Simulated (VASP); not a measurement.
A run of VASP 6.6.1:

File INCAR:

```
SYSTEM = Au
ALGO = Normal ; EDIFF = 1E-6
EDIFFG = -0.04 ; ENCUT = 600
GGA = PE ; IBRION = 2
ISIF = 3 ; ISMEAR = 0
LASPH = .TRUE. ; LCHARG = .FALSE.
LREAL = .FALSE. ; LWAVE = .FALSE.
NELM = 60 ; NSW = 90
PREC = Accurate ; SIGMA = 0.1
```

The input KPOINTS:

```
k-points
0
G
  6 6 6
  0 0 0
```

Contents of POSCAR:

```
Au
1.0
    2.5534984900      0.0000000000      0.0000000000
    0.0000000000      2.5534984900      0.0000000000
    0.0000000000      0.0000000000      2.8494247000
Au
1
Direct
    0.0000000000      0.0000000000      0.5000000000
```

Potentials or basis: VASP PAW PBE potentials, release 64 (Au).

The run is started by

```bash
$ cat potpaw_PBE.64/Au/POTCAR > POTCAR
$ mpirun -np 1 vasp_std > vasp.out
```

Hardware: 1 thread of Intel(R) Xeon(R) Platinum 8488C (Sapphire Rapids), on a shared host.

Q: How long does it take, and how much memory?

A: It took 31 s on 1 thread of Intel(R) Xeon(R) Platinum 8488C (Sapphire Rapids), on a shared host, peak memory 0.14 GiB. Counts: scf iterations 65, k points 40, ion steps 9.
